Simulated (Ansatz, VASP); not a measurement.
## One calculation of Sn5Ge, two programs

Contents of INCAR:

```
PREC = Accurate ; ENCUT = 520
EDIFF = 1E-6 ; ISMEAR = -1
SIGMA = 0.02 ; LREAL = F
LASPH = T ; NELM = 60
ALGO = Normal ; ISIF = 2
LWAVE = F ; LCHARG = F
GGA = PE ; NBANDS = 51
```

File KPOINTS:

```
regular mesh
0
Gamma
  6 6 2
```

POSCAR

```
Sn5Ge
1.0
    4.5519137648      0.0000000000      0.0000000000
   -2.2759568824      3.9420729561      0.0000000000
    0.0000000000      0.0000000000     11.1084316620
Ge Sn
1 5
Direct
    0.0000000000      0.0000000000     -0.0008948989
    0.6666666667      0.3333333333      0.6727183715
    0.3333333333      0.6666666667      0.3280768598
    0.6666666667      0.3333333333      0.9288297054
    0.3333333333      0.6666666667      0.5828803769
    0.0000000000      0.0000000000      0.2383895853
```

Input for Ansatz:

```yaml
crystal:
  lattice:
    - [4.5519137648, 0.0, 0.0]
    - [-2.2759568824, 3.9420729561, 0.0]
    - [0.0, 0.0, 11.108431662]
  atoms:
    - { symbol: Ge, position: [0.0, 0.0, -0.0008948989] }
    - { symbol: Sn, position: [0.6666666667, 0.3333333333, 0.6727183715] }
    - { symbol: Sn, position: [0.3333333333, 0.6666666667, 0.3280768598] }
    - { symbol: Sn, position: [0.6666666667, 0.3333333333, 0.9288297054] }
    - { symbol: Sn, position: [0.3333333333, 0.6666666667, 0.5828803769] }
    - { symbol: Sn, position: [0.0, 0.0, 0.2383895853] }
kpoints:
  mp_grid: { grid: [6, 6, 2] }
hamiltonian:
  xc: pbe
scf:
  occupations: { method: fermi_dirac, width: 0.02 }
  n_extra_bands: 5
output:
  forces: true
  stress: true
  eigenvalues: true
```

Alike in both runs: task single point; functional PBE; k mesh 6 × 6 × 2; occupations fermi-dirac, width 0.02 eV; no spin polarisation.

|  | VASP | Ansatz |
| --- | --- | --- |
| version | VASP 6.6.1 | Ansatz 0.2.0 |
| potentials or method | VASP PAW PBE potentials, release 64 (Ge_d, Sn_d) | plane waves, PAW |
| plane-wave cutoff (eV) | 520 | 420 |
| valence electrons in the cell | 84 | 84 |

|  | VASP | Ansatz | Ansatz less VASP |
| --- | --- | --- | --- |
| pressure (GPa) | 1.7 | 1.7 | +0.05 |
| rms of the force components (eV/Å) | 0.022 | 0.022 | +0.0003 |

Atom by atom the forces differ by 0.001 eV/Å (rms over components).
